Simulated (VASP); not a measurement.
# Os (Pm-3m) in VASP: a series of runs

The runs below take Os through single point, with PBEsol.

Everything below comes from runs of VASP 6.6.1. Logs are shortened: lines on timing, memory, paths and dates and some standing lists are left out, and cuts for length are marked.

### 1 The cell of the first run

Symmetry: Pm-3m, No. 221, cubic system. The conventional cell has a = 2.461 Å, b = 2.461 Å, c = 2.461 Å, α = 90.00°, β = 90.00°, γ = 90.00°. Within 3.2 Å of Os (site symmetry m-3m) lie 6 Os at 2.46 Å.

### 2 Single point, PBEsol (volume scaled by 0.92)

The input, INCAR:

```
SYSTEM = Os
PREC = Accurate
ENCUT = 520
EDIFF = 1E-6
ISMEAR = -1
SIGMA = 0.1
LREAL = .FALSE.
LASPH = .TRUE.
NELM = 100
ALGO = Normal
ISIF = 2
LWAVE = .FALSE.
LCHARG = .FALSE.
GGA = PS
NBANDS = 10
```

The input, KPOINTS:

```
regular mesh
0
G
  14 14 14
  0 0 0
```

The input, POSCAR:

```
Os
1.0
    2.4613838395      0.0000000000      0.0000000000
    0.0000000000      2.4613838395      0.0000000000
    0.0000000000      0.0000000000      2.4613838395
Os
1
Direct
    0.0000000000      0.0000000000      0.0000000000
```

Potentials or basis: VASP PAW PBE potentials, release 64 (Os).

Run with:

```console
cat potpaw_PBE.64/Os/POTCAR > POTCAR
mpirun -np 1 vasp_std > vasp.out
```

OUTCAR:

```text
SYSTEM = Os
   PREC = Accurate
   ENCUT = 520
   EDIFF = 1E-6
   ISMEAR = -1
   LREAL = .FALSE.
   LASPH = .TRUE.
   NELM = 100
   ISIF = 2
   GGA = PS

 ion  position               nearest neighbor table
   1  0.000  0.000  0.000-

  LATTYP: Found a simple cubic cell.
 ALAT       =     2.4613838395

  Lattice vectors:

 A1 = (   2.4613838395,   0.0000000000,   0.0000000000)
 A2 = (   0.0000000000,   2.4613838395,   0.0000000000)
 A3 = (   0.0000000000,   0.0000000000,   2.4613838395)

Analysis of symmetry for initial positions (statically):
=====================================================================
 Subroutine PRICEL returns:
 Original cell was already a primitive cell.

 Routine SETGRP: Setting up the symmetry group for a
 simple cubic supercell.

 Subroutine GETGRP returns: Found 48 space group operations
 (whereof 48 operations were pure point group operations)
 out of a pool of 48 trial point group operations.

The static configuration has the point symmetry O_h .

Analysis of symmetry for dynamics (positions and initial velocities):
=====================================================================
 Subroutine PRICEL returns:
 Original cell was already a primitive cell.

 Routine SETGRP: Setting up the symmetry group for a
 simple cubic supercell.

 Subroutine GETGRP returns: Found 48 space group operations
 (whereof 48 operations were pure point group operations)
 out of a pool of 48 trial point group operations.

The dynamic configuration has the point symmetry O_h .

 Subroutine INISYM returns: Found 48 space group operations
 (whereof 48 operations are pure point group operations),
 and found     1 'primitive' translations

----------------------------------------------------------------------------------------

                                     Primitive cell

  volume of cell :      14.9121

  direct lattice vectors                    reciprocal lattice vectors
     2.461383839  0.000000000  0.000000000     0.406275520  0.000000000  0.000000000
     0.000000000  2.461383839  0.000000000     0.000000000  0.406275520  0.000000000
     0.000000000  0.000000000  2.461383839     0.000000000  0.000000000  0.406275520

  length of vectors
     2.461383839  2.461383839  2.461383839     0.406275520  0.406275520  0.406275520

  position of ions in fractional coordinates (direct lattice)
     0.000000000  0.000000000  0.000000000

  ion indices of the primitive-cell ions
   primitive index   ion index
[... 76 lines left out ...]
   NSW    =      0    number of steps for IOM
   IBRION =     -1    ionic relax: 0-MD 1-quasi-New 2-CG
   NFREE  =      0    steps in history (QN), initial steepest desc. (CG)
   ISIF   =      2    stress and relaxation
   ISYM   =      2    0-nonsym 1-usesym 2-fastsym
   POTIM  = 0.5000    time-step for ionic-motion
   TEBEG  =    0.0;   TEEND  =   0.0 temperature during run
   PSTRESS=    0.0 pullay stress
   NELECT =       8.0000    total number of electrons
   NUPDOWN=      -1.0000    fix difference up-down
   EMIN   =  10.00;   EMAX   =-10.00  energy-range for DOS
   EFERMI =   0.00;   METHOD = LEGACY
   ISMEAR =    -1;   SIGMA  =   0.10  broadening in eV -4-tet -1-fermi 0-gaus
   EFERMI_NEDOS =   21; number of points for ismear=-14 and -15
   IALGO  =     38    algorithm
   IMIX   =      4    mixing-type and parameters
     AMIX     =   0.40;   BMIX     =  1.00
     AMIX_MAG =   1.60;   BMIX_MAG =  1.00
  volume/ion in A,a.u.               =      14.91       100.63
  Fermi-wavevector in a.u.,A,eV,Ry     =   1.330226  2.513763 24.075531  1.769502
  Thomas-Fermi vector in A             =   2.459329
   LORBIT       =      0    0 simple, 1 ext, 2 COOP (PROOUT), +10 PAW based schemes
   GGA     = PS    functional components
   LHFCALC =     F    Hartree Fock is set to
   AEXX    =    0.0000 exact exchange contribution
   IVDW    =     0    specifies the selected vdW correction
   LEPSILON=     F    determine dielectric tensor
   LRPA    =     F    only Hartree local field effects (RPA)
 non-spin polarized calculation
  energy-cutoff  :      520.00
  volume of cell :       14.91
 maximum number of plane-waves:       432
   NGX =  9   NGY =  9   NGZ =  9

 number of electron       8.0000000 magnetization

 Free energy of the ion-electron system (eV)
  ---------------------------------------------------
  ext. energy  EPLUGINS =         0.00000000
  ---------------------------------------------------
  free energy    TOTEN  =       -10.52144495 eV

  energy without entropy =      -10.47443506  energy(sigma->0) =      -10.49794001

 E-fermi :   8.5985     XC(G=0): -13.6233

 val. band max:        8.5953851188   @ k =   0.5000   0.0714   0.0000
 cond. band min:       8.6158957949   @ k =   0.5000   0.4286   0.2857
 fundamental gap:      0.0205106761
 Fermi energy:         8.5984549014

 k-point     1 :       0.0000    0.0000    0.0000
  band No.  band energies     occupation
      1      -1.8733      2.00000
      2       1.6703      2.00000
      3       1.6703      2.00000
      4      11.3438      0.00000
      5      11.3438      0.00000
      6      11.3438      0.00000
      7      24.9071      0.00000
      8      24.9071      0.00000
      9      24.9071      0.00000
     10      31.5255      0.00000
[... 287 lines left out ...]
 k-point    24 :       0.3571    0.2143    0.0000
  band No.  band energies     occupation
      1       1.9299      2.00000
      2       3.4586      2.00000
      3       5.3186      2.00000
      4       8.2620      1.93316
      5       8.7714      0.30141
      6      10.0385      0.00000
      7      18.3917      0.00000
      8      24.3847      0.00000
      9      27.5919      0.00000
     10      33.1006      0.00000

 [... further k-points ...]

------------------------ aborting loop because EDIFF is reached ----------------------------------------

  FORCE on cell =-STRESS in cart. coord.  units (eV):
  Direction    XX          YY          ZZ          XY          YZ          ZX
  --------------------------------------------------------------------------------------
  -------------------------------------------------------------------------------------
  Total        2.9132790      2.9132790      2.9132790     -0.0000000     -0.0000000      0.0000000
  in kB      313.0074190    313.0074190    313.0074190     -0.0000000     -0.0000000      0.0000000
  external PRESSURE =     313.0074190 kB  Pullay stress =       0.0000000 kB

 VOLUME and BASIS-vectors are now :
 -----------------------------------------------------------------------------
  energy-cutoff  :      520.00
  volume of cell :       14.91
      direct lattice vectors                 reciprocal lattice vectors
     2.461383839  0.000000000  0.000000000     0.406275520  0.000000000  0.000000000
     0.000000000  2.461383839  0.000000000     0.000000000  0.406275520  0.000000000
     0.000000000  0.000000000  2.461383839     0.000000000  0.000000000  0.406275520

 POSITION                                       TOTAL-FORCE (eV/Angst)
 -----------------------------------------------------------------------------------
      0.00000      0.00000      0.00000         0.000000      0.000000      0.000000
 -----------------------------------------------------------------------------------
    total drift:                               -0.000000      0.000000      0.000000

  FREE ENERGIE OF THE ION-ELECTRON SYSTEM (eV)
  ---------------------------------------------------
  free  energy   TOTEN  =       -10.5214449488 eV

  energy  without entropy=      -10.4744350617  energy(sigma->0) =      -10.49794001
```

stdout:

```text
POSCAR found type information on POSCAR Os
 POSCAR found :  1 types and       1 ions
 scaLAPACK will be used
 -----------------------------------------------------------------------------
|                                                                             |
|                                                                             |
|     You enforced a specific xc type in the INCAR file but a different       |
|     I HOPE YOU KNOW WHAT YOU ARE DOING!                                     |
|                                                                             |
 -----------------------------------------------------------------------------

 LDA part: xc-table for (Slater+PW92), standard interpolation
 POSCAR, INCAR and KPOINTS ok, starting setup
 FFT: planning ... GRIDC
 FFT: planning ... GRID_SOFT
 FFT: planning ... GRID
 WAVECAR not read
 entering main loop
```

Wall time 4.7 s (1 thread of Intel Xeon 6975P-C (Granite Rapids), shared host); peak memory 0.13 GiB.

What came out:

| Item | Value |
| --- | --- |
| Free energy | -10.5214 eV |
| Pressure | 31.3 GPa |
| Band gap on the k mesh | zero (band 4 reaches 14.50 eV, above the bottom of band 5 at 7.41 eV) |

Caveat: the cell differs from its parent crystal (volume scaled by 0.92); the PAW data sets were made with another functional, which shifts forces and pressure a little; spin-orbit coupling is left out, which moves the levels of the heavy elements.

### 3 Single point, PBEsol (volume scaled by 0.96)

The input, INCAR:

```
ALGO     = Normal         # electronic algorithm
EDIFF    = 1E-6           # SCF threshold, eV
ENCUT    = 520            # plane-wave cutoff, eV
GGA      = PS             # functional
ISIF     = 2              # what is computed and relaxed
ISMEAR   = -1             # smearing method
LASPH    = True           # aspherical terms in the spheres
LCHARG   = True           # write CHGCAR
LELF     = True           # ELF
LREAL    = False          # projectors in reciprocal space
LVHAR    = True         
LWAVE    = False          # write WAVECAR
NBANDS   = 10             # bands
NELM     = 60             # most SCF steps
PREC     = Accurate       # precision mode
SIGMA    = 0.1            # smearing width, eV
```

The input, KPOINTS:

```
k-points
0
Gamma
  14 14 14
```

The input, POSCAR:

```
Os
1.0
    2.4965512171      0.0000000000      0.0000000000
    0.0000000000      2.4965512171      0.0000000000
    0.0000000000      0.0000000000      2.4965512171
Os
1
Direct
    0.0000000000      0.0000000000      0.0000000000
```

Potentials or basis: VASP PAW PBE potentials, release 64 (Os).

Run with:

```console
cat potpaw_PBE.64/Os/POTCAR > POTCAR
mpirun -np 1 vasp_std > vasp.out
```

OUTCAR:

```text
EDIFF = 1E-6
   ENCUT = 520
   GGA = PS
   ISIF = 2
   ISMEAR = -1
   LASPH = True
   LREAL = False
   NELM = 60
   PREC = Accurate

 ion  position               nearest neighbor table
   1  0.000  0.000  0.000-

  LATTYP: Found a simple cubic cell.
 ALAT       =     2.4965512171

  Lattice vectors:

 A1 = (   2.4965512171,   0.0000000000,   0.0000000000)
 A2 = (   0.0000000000,   2.4965512171,   0.0000000000)
 A3 = (   0.0000000000,   0.0000000000,   2.4965512171)

Analysis of symmetry for initial positions (statically):
=====================================================================
 Subroutine PRICEL returns:
 Original cell was already a primitive cell.

 Routine SETGRP: Setting up the symmetry group for a
 simple cubic supercell.

 Subroutine GETGRP returns: Found 48 space group operations
 (whereof 48 operations were pure point group operations)
 out of a pool of 48 trial point group operations.

The static configuration has the point symmetry O_h .

Analysis of symmetry for dynamics (positions and initial velocities):
[... 164 lines left out ...]
 k-point     1 :       0.0000    0.0000    0.0000
  band No.  band energies     occupation
      1      -2.1156      2.00000
      2       1.4432      2.00000
      3       1.4432      2.00000
      4      10.5444      0.00000
      5      10.5444      0.00000
      6      10.5444      0.00000
      7      23.9682      0.00000
      8      23.9682      0.00000
      9      23.9682      0.00000
     10      30.3578      0.00000
[... 287 lines left out ...]
 k-point    24 :       0.3571    0.2143    0.0000
  band No.  band energies     occupation
      1       1.6019      2.00000
      2       3.1378      2.00000
      3       4.8633      2.00000
      4       7.6796      1.90541
      5       8.1334      0.35428
      6       9.3345      0.00000
      7      17.4424      0.00000
      8      23.3746      0.00000
      9      26.7168      0.00000
     10      31.8111      0.00000

 [... further k-points ...]

------------------------ aborting loop because EDIFF is reached ----------------------------------------

  FORCE on cell =-STRESS in cart. coord.  units (eV):
  Direction    XX          YY          ZZ          XY          YZ          ZX
  --------------------------------------------------------------------------------------
  -------------------------------------------------------------------------------------
  Total        1.3825615      1.3825615      1.3825615     -0.0000000      0.0000000      0.0000000
  in kB      142.3552900    142.3552900    142.3552900     -0.0000000      0.0000000      0.0000000
  external PRESSURE =     142.3552900 kB  Pullay stress =       0.0000000 kB

 VOLUME and BASIS-vectors are now :
 -----------------------------------------------------------------------------
  energy-cutoff  :      520.00
  volume of cell :       15.56
      direct lattice vectors                 reciprocal lattice vectors
     2.496551217  0.000000000  0.000000000     0.400552568  0.000000000  0.000000000
     0.000000000  2.496551217  0.000000000     0.000000000  0.400552568  0.000000000
     0.000000000  0.000000000  2.496551217     0.000000000  0.000000000  0.400552568

 POSITION                                       TOTAL-FORCE (eV/Angst)
 -----------------------------------------------------------------------------------
      0.00000      0.00000      0.00000         0.000000      0.000000      0.000000
 -----------------------------------------------------------------------------------
    total drift:                               -0.000000      0.000000      0.000000

  FREE ENERGIE OF THE ION-ELECTRON SYSTEM (eV)
  ---------------------------------------------------
  free  energy   TOTEN  =       -10.6126083291 eV

  energy  without entropy=      -10.5631441440  energy(sigma->0) =      -10.58787624
```

OSZICAR:

```text
N       E                     dE             d eps       ncg     rms          rms(c)
DAV:   1     0.353202817132E+02    0.35320E+02   -0.41704E+03  2464   0.736E+02
DAV:   2    -0.997282474553E+01   -0.45293E+02   -0.42655E+02  2470   0.197E+02
DAV:   3    -0.110866421971E+02   -0.11138E+01   -0.11055E+01  2808   0.282E+01
DAV:   4    -0.110896804379E+02   -0.30382E-02   -0.30377E-02  2712   0.171E+00
DAV:   5    -0.110896915692E+02   -0.11131E-04   -0.11131E-04  2706   0.918E-02    0.148E+01
DAV:   6    -0.107153413174E+02    0.37435E+00   -0.48698E-01  3216   0.495E+00    0.717E+00
DAV:   7    -0.106168879511E+02    0.98453E-01   -0.27830E-01  3308   0.358E+00    0.963E-01
DAV:   8    -0.106128115083E+02    0.40764E-02   -0.68448E-03  2594   0.832E-01    0.696E-02
DAV:   9    -0.106126127117E+02    0.19880E-03   -0.15104E-04  2670   0.137E-01    0.295E-02
DAV:  10    -0.106126084562E+02    0.42554E-05   -0.29120E-06  2692   0.241E-02    0.252E-03
DAV:  11    -0.106126083291E+02    0.12715E-06   -0.16886E-07  1488   0.271E-03
   1 F= -.10612608E+02 E0= -.10587876E+02  d E =-.494642E-01
```

Run time: 5.6 s. Hardware: 1 thread of Intel Xeon 6975P-C (Granite Rapids), shared host; peak memory 0.14 GiB.

Results:

- Free energy: -10.6126 eV
- Pressure: 14.2 GPa
- Band gap on the k mesh: zero (band 4 reaches 13.49 eV, above the bottom of band 5 at 6.89 eV)

Levels at points of the mesh, in eV from the Fermi level:
```csv
k point,band 1,band 2,band 3,band 4,band 5,band 6,band 7,band 8
"(0.00, 0.00, 0.00)",-10.10,-6.54,-6.54,2.56,2.56,2.56,15.99,15.99
"(0.50, 0.00, 0.00)",-6.70,-5.61,-1.39,-1.09,-1.09,2.95,7.85,15.77
"(0.50, 0.50, 0.00)",-7.41,-4.90,-0.38,-0.38,4.65,4.65,5.25,13.92
"(0.50, 0.50, 0.50)",-5.82,-5.82,-5.82,5.51,5.51,8.16,11.94,11.94
```

Caveat: the cell differs from its parent crystal (volume scaled by 0.96); the PAW data sets were made with another functional, which shifts forces and pressure a little; spin-orbit coupling is left out, which moves the levels of the heavy elements.

### 4 Single point, PBEsol

This run uses another cell than the first one, of 16.21 Å³/atom, 1.087 times its volume.

The input, INCAR:

```
ALGO = Normal ; EDIFF = 1E-6
ENCUT = 520 ; GGA = PS
ISIF = 2 ; ISMEAR = -1
LASPH = T ; LCHARG = F
LREAL = F ; LWAVE = F
NBANDS = 10 ; NELM = 60
PREC = Accurate ; SIGMA = 0.1
```

KPOINTS is that of step 3.

The input, POSCAR:

```
Os
1.0
    2.5307547991      0.0000000000      0.0000000000
    0.0000000000      2.5307547991      0.0000000000
    0.0000000000      0.0000000000      2.5307547991
Os
1
Direct
    0.0000000000      0.0000000000      0.0000000000
```

Run with:

```console
cat potpaw_PBE.64/Os/POTCAR > POTCAR
mpirun -np 1 vasp_std > vasp.out
```

Wall time 5.5 s (1 thread of Intel Xeon 6975P-C (Granite Rapids), shared host); peak memory 0.13 GiB.

It converged, with:

| Quantity | Value |
| --- | --- |
| Free energy | -10.6420 eV |
| Pressure | 0.6 GPa |
| Band gap on the k mesh | zero (band 4 reaches 12.57 eV, above the bottom of band 5 at 6.40 eV) |

Levels at points of the mesh, in eV from the Fermi level:
```csv
k point,band 1,band 2,band 3,band 4,band 5,band 6,band 7,band 8,band 9
"(0.00, 0.00, 0.00)",-9.74,-6.18,-6.18,2.40,2.40,2.40,15.69,15.69,15.69
"(0.50, 0.00, 0.00)",-6.44,-5.30,-1.27,-1.01,-1.01,2.75,7.41,15.73,20.26
"(0.50, 0.50, 0.00)",-6.97,-4.68,-0.35,-0.35,4.54,4.54,4.92,13.16,14.85
"(0.50, 0.50, 0.50)",-5.47,-5.47,-5.47,5.16,5.16,8.33,11.47,11.47,11.47
```

Caveat: the PAW data sets were made with another functional, which shifts forces and pressure a little; spin-orbit coupling is left out, which moves the levels of the heavy elements.

### 5 Summary

| cell | gap on the mesh (eV) | pressure (GPa) |
| --- | --- | --- |
| a = 2.461 Å, 1 atom | none | 31.3 |
| a = 2.497 Å, 1 atom | none | 14.2 |
| a = 2.531 Å, 1 atom | none | 0.6 |

Alike in all rows: task single point; level PBEsol; potentials or basis VASP PAW PBE potentials, release 64 (Os); no spin polarisation; k mesh 14 × 14 × 14; cutoff (eV) 520; smearing fermi-dirac 0.1 eV.

Caveats: the PAW data sets were made with another functional, which shifts forces and pressure a little; spin-orbit coupling is left out, which moves the levels of the heavy elements.

Absolute energies hang on the potentials; compare differences alone.
